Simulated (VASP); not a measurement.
# MoN2 (P4/mbm) in VASP: a series of runs, part 2 of 2

VASP 6.6.1. The steps go on from the part before.

## (3) Relaxation of cell and atoms, r2SCAN

POSCAR reads:

```
MoN2
1.0
    4.3480530000      0.0000000000      0.0000000000
    0.0000000000      4.3480530000      0.0000000000
    0.0000000000      0.0000000000      2.7674600000
Mo N
2 4
Direct
    0.0000000000      0.0000000000      0.0000000000
    0.5000000000      0.5000000000      0.0000000000
    0.6116470000      0.8883530000      0.5000000000
    0.3883530000      0.1116470000      0.5000000000
    0.1116470000      0.6116470000      0.5000000000
    0.8883530000      0.3883530000      0.5000000000
```

INCAR.step1 reads:

```
SYSTEM = MoN2
  PREC = Accurate
  ENCUT = 600
  ISMEAR = -1
  SIGMA = 0.05
  LREAL = .FALSE.
  LASPH = .TRUE.
  NELM = 100
  GGA = PE
  ALGO = Normal
  EDIFF = 1E-4
  LWAVE = .TRUE.
  LCHARG = .FALSE.
```

INCAR.step2 reads:

```
SYSTEM = MoN2
  PREC = Accurate
  ENCUT = 600
  EDIFF = 1E-6
  ISMEAR = -1
  SIGMA = 0.05
  LREAL = .FALSE.
  LASPH = .TRUE.
  NELM = 100
  ALGO = Normal
  ISIF = 3
  LWAVE = .FALSE.
  LCHARG = .FALSE.
  METAGGA = R2SCAN
  LMIXTAU = .TRUE.
  IBRION = 2
  NSW = 60
  EDIFFG = -0.01
  ISTART = 1
```

KPOINTS reads:

```
Automatic mesh
0
G
  6 6 10
  0 0 0
```

Potentials or basis: VASP PAW PBE potentials, release 64 (Mo_sv, N).

Started as:

```console
$ cat potpaw_PBE.64/Mo_sv/POTCAR potpaw_PBE.64/N/POTCAR > POTCAR
$ cp INCAR.step1 INCAR
$ mpirun -np 1 vasp_std > vasp.out
$ cp INCAR.step2 INCAR
$ mpirun -np 1 vasp_std > vasp.out
```

OUTCAR:

```text
SYSTEM = MoN2
   PREC = Accurate
   ENCUT = 600
   EDIFF = 1E-6
   ISMEAR = -1
   LREAL = .FALSE.
   LASPH = .TRUE.
   NELM = 100
   ISIF = 3
   METAGGA = R2SCAN
   IBRION = 2
   NSW = 60
   EDIFFG = -0.01
   ISTART = 1

 ion  position               nearest neighbor table
   1  0.000  0.000  0.000-   3 2.24   4 2.24   5 2.24   6 2.24   3 2.24   4 2.24   5 2.24   6 2.24
                             2 3.07   2 3.07   2 3.07   2 3.07
   2  0.500  0.500  0.000-   3 2.24   4 2.24   5 2.24   6 2.24   3 2.24   4 2.24   5 2.24   6 2.24
                             1 3.07   1 3.07   1 3.07   1 3.07
   3  0.612  0.888  0.500-   4 1.37   2 2.24   1 2.24   1 2.24   2 2.24
   4  0.388  0.112  0.500-   3 1.37   2 2.24   1 2.24   1 2.24   2 2.24
   5  0.112  0.612  0.500-   6 1.37   2 2.24   1 2.24   1 2.24   2 2.24
   6  0.888  0.388  0.500-   5 1.37   2 2.24   1 2.24   1 2.24   2 2.24

  LATTYP: Found a simple tetragonal cell.
 ALAT       =     4.3480530000
 C/A-ratio  =     0.6364825820

  Lattice vectors:

 A1 = (   4.3480530000,   0.0000000000,   0.0000000000)
 A2 = (   0.0000000000,   4.3480530000,   0.0000000000)
 A3 = (   0.0000000000,   0.0000000000,   2.7674600000)

Analysis of symmetry for initial positions (statically):
=====================================================================
 Subroutine PRICEL returns:
 Original cell was already a primitive cell.

 Routine SETGRP: Setting up the symmetry group for a
 simple tetragonal supercell.

 Subroutine GETGRP returns: Found 16 space group operations
 (whereof  8 operations were pure point group operations)
 out of a pool of 16 trial point group operations.

The static configuration has the point symmetry C_4h.
 The point group associated with its full space group is D_4h.

Analysis of symmetry for dynamics (positions and initial velocities):
=====================================================================
 Subroutine PRICEL returns:
 Original cell was already a primitive cell.

 Routine SETGRP: Setting up the symmetry group for a
 simple tetragonal supercell.

 Subroutine GETGRP returns: Found 16 space group operations
 (whereof  8 operations were pure point group operations)
 out of a pool of 16 trial point group operations.

The dynamic configuration has the point symmetry C_4h.
 The point group associated with its full space group is D_4h.

 Subroutine INISYM returns: Found 16 space group operations
 (whereof  8 operations are pure point group operations),
 and found     1 'primitive' translations

----------------------------------------------------------------------------------------

                                     Primitive cell

  volume of cell :      52.3204

  direct lattice vectors                    reciprocal lattice vectors
     4.348053000  0.000000000  0.000000000     0.229987997  0.000000000  0.000000000
     0.000000000  4.348053000  0.000000000     0.000000000  0.229987997  0.000000000
     0.000000000  0.000000000  2.767460000     0.000000000  0.000000000  0.361342169

  length of vectors
     4.348053000  4.348053000  2.767460000     0.229987997  0.229987997  0.361342169

  position of ions in fractional coordinates (direct lattice)
[... 49 lines left out ...]
  0.333333  0.166667  0.000000      8.000000
[... 16 lines left out ...]
  0.333333  0.000000  0.200000      8.000000
  0.500000  0.000000  0.200000      4.000000
 [... further k-points ...]
   k-points           NKPTS =     60   k-points in BZ     NKDIM =     60   number of bands    NBANDS=     28
   number of dos      NEDOS =    301   number of ions     NIONS =      6
   total plane-waves  NPLWV =  31104
   dimension x,y,z NGX =    36 NGY =   36 NGZ =   24
   dimension x,y,z NGXF=    72 NGYF=   72 NGZF=   48
   ions per type =               2   4
   NGX,Y,Z   is equivalent  to a cutoff of  13.76, 13.76, 14.42 a.u.
   NGXF,Y,Z  is equivalent  to a cutoff of  27.53, 27.53, 28.83 a.u.
 SYSTEM =  MoN2
   PREC   = accura    normal or accurate (medium, high low for compatibility)
   ISTART =      1    job   : 0-new  1-cont  2-samecut
   ICHARG =      0    charge: 1-file 2-atom 10-const
   ISPIN  =      1    spin polarized calculation?
   LNONCOLLINEAR =      F non collinear calculations
   LSORBIT =      F    spin-orbit coupling
   LASPH  =      T    aspherical Exc in radial PAW
   ENCUT  =  600.0 eV  44.10 Ry    6.64 a.u.   8.68  8.68  5.53*2*pi/ulx,y,z
   NELM   =    100;   NELMIN=  2; NELMDL=  0     # of ELM steps
   EDIFF  = 0.1E-05   stopping-criterion for ELM
   LREAL  =      F    real-space projection
   EDIFFG = -.1E-01   stopping-criterion for IOM
   NSW    =     60    number of steps for IOM
   IBRION =      2    ionic relax: 0-MD 1-quasi-New 2-CG
   NFREE  =      1    steps in history (QN), initial steepest desc. (CG)
   ISIF   =      3    stress and relaxation
   ISYM   =      2    0-nonsym 1-usesym 2-fastsym
   POTIM  = 0.5000    time-step for ionic-motion
   TEBEG  =    0.0;   TEEND  =   0.0 temperature during run
   PSTRESS=    0.0 pullay stress
   NELECT =      48.0000    total number of electrons
   NUPDOWN=      -1.0000    fix difference up-down
   EMIN   =  10.00;   EMAX   =-10.00  energy-range for DOS
   EFERMI =   0.00;   METHOD = LEGACY
   ISMEAR =    -1;   SIGMA  =   0.05  broadening in eV -4-tet -1-fermi 0-gaus
   EFERMI_NEDOS =   21; number of points for ismear=-14 and -15
   IALGO  =     38    algorithm
   IMIX   =      4    mixing-type and parameters
     AMIX     =   0.40;   BMIX     =  1.00
     AMIX_MAG =   1.60;   BMIX_MAG =  1.00
  volume/ion in A,a.u.               =       8.72        58.85
  Fermi-wavevector in a.u.,A,eV,Ry     =   1.590736  3.006056 34.428761  2.530443
  Thomas-Fermi vector in A             =   2.689385
   LORBIT       =      0    0 simple, 1 ext, 2 COOP (PROOUT), +10 PAW based schemes
   METAGGA = R2SCAN    functional components
   LHFCALC =     F    Hartree Fock is set to
   AEXX    =    0.0000 exact exchange contribution
   IVDW    =     0    specifies the selected vdW correction
   LEPSILON=     F    determine dielectric tensor
   LRPA    =     F    only Hartree local field effects (RPA)
 conjugate gradient relaxation of ions
 non-spin polarized calculation
  energy-cutoff  :      600.00
  volume of cell :       52.32
 maximum number of plane-waves:      1779
 NGX is ok and might be reduce to    36
   NGX = 17   NGY = 17   NGZ = 11

--------------------------------------- Ionic step        1  -------------------------------------------

 number of electron      47.9999993 magnetization

 Free energy of the ion-electron system (eV)
  ---------------------------------------------------
  ext. energy  EPLUGINS =         0.00000000
  ---------------------------------------------------
  free energy    TOTEN  =       -88.72002329 eV

  energy without entropy =      -88.70166635  energy(sigma->0) =      -88.71084482

------------------------ aborting loop because EDIFF is reached ----------------------------------------

  FORCE on cell =-STRESS in cart. coord.  units (eV):
  Direction    XX          YY          ZZ          XY          YZ          ZX
  --------------------------------------------------------------------------------------
  -------------------------------------------------------------------------------------
  Total       -1.9555436     -1.9555436     -2.5463821      0.0000000     -0.0000000      0.0000000
  in kB      -59.8834863    -59.8834863    -77.9763933      0.0000000     -0.0000000      0.0000000
  external PRESSURE =     -65.9144553 kB  Pullay stress =       0.0000000 kB
[... 187 lines left out ...]
--------------------------------------- Ionic step        6  -------------------------------------------

 number of electron      47.9999998 magnetization

 Free energy of the ion-electron system (eV)
  ---------------------------------------------------
  ext. energy  EPLUGINS =         0.00000000
  ---------------------------------------------------
  free energy    TOTEN  =       -88.74355205 eV

  energy without entropy =      -88.72553245  energy(sigma->0) =      -88.73454225

 E-fermi :  12.3419     XC(G=0): -14.7678

 val. band max:       12.3277489972   @ k =   0.0000   0.0000   0.3000
 cond. band min:      12.3455372849   @ k =   0.1667   0.0000   0.3000
 fundamental gap:      0.0177882877
 Fermi energy:        12.3418954475

 k-point     1 :       0.0000    0.0000    0.0000
  band No.  band energies     occupation
      1     -51.6979      2.00000
      2     -51.6294      2.00000
      3     -25.1703      2.00000
      4     -25.1703      2.00000
      5     -24.7990      2.00000
      6     -24.7990      2.00000
[... 733 lines left out ...]
     27      14.4750      0.00000
     28      14.4750      0.00000

 [... further k-points ...]

------------------------ aborting loop because EDIFF is reached ----------------------------------------

  FORCE on cell =-STRESS in cart. coord.  units (eV):
  Direction    XX          YY          ZZ          XY          YZ          ZX
  --------------------------------------------------------------------------------------
  -------------------------------------------------------------------------------------
  Total        0.0345874      0.0345874      0.0308986      0.0000000     -0.0000000      0.0000000
  in kB        1.0807787      1.0807787      0.9655112      0.0000000     -0.0000000      0.0000000
  external PRESSURE =       1.0423562 kB  Pullay stress =       0.0000000 kB
[... 21 lines left out ...]
  FREE ENERGIE OF THE ION-ELECTRON SYSTEM (eV)
  ---------------------------------------------------
  free  energy   TOTEN  =       -88.7435520464 eV

  energy  without entropy=      -88.7255324467  energy(sigma->0) =      -88.73454225

 reached required accuracy - stopping structural energy minimisation
```

Run time: 8.9 min. Hardware: 1 thread of Intel Xeon 6975P-C (Granite Rapids), shared host; peak memory 0.25 GiB.

What came out:

```yaml
Free_energy: -88.7436 eV
Relaxed_volume: 8.55 Å³/atom
Relaxed_cell: a = 4.323 Å, b = 4.323 Å, c = 2.744 Å, α = 90.00°, β = 90.00°, γ = 90.00°
Space_group_after_relaxing_to_0.1_Å: P4/mbm (No. 127)
Energy_gained_by_relaxing: 3.9 meV/atom
Ionic_steps: 6
Pressure_after_relaxing: 0.1 GPa
Band_gap_on_the_k_mesh: zero (bands 24 and 25 overlap by 2.12 eV)
```

The path:
```tsv
step	energy change (eV)	largest force (eV/Å)	pressure (GPa)	volume (Å³)
1	0.0000	0.1303	-6.59	52.32
2	0.0401	0.1709	12.86	49.65
3	-0.0226	0.1572	0.21	51.30
4	-0.0226	0.1580	0.33	51.28
5	-0.0214	0.2329	-0.26	51.27
6	-0.0235	0.0007	0.10	51.27
```

Final structure:
```xyz
6
Lattice="4.3227 0.0000 0.0000 0.0000 4.3227 0.0000 0.0000 0.0000 2.7440" Properties=species:S:1:pos:R:3 pbc="T T T"
Mo    0.0000    0.0000    0.0000
Mo    2.1613    2.1613    0.0000
N     2.6476    3.8364    1.3720
N     1.6751    0.4862    1.3720
N     0.4862    2.6476    1.3720
N     3.8364    1.6751    1.3720
```

Caveat: the PAW data sets were made with another functional, which shifts forces and pressure a little.
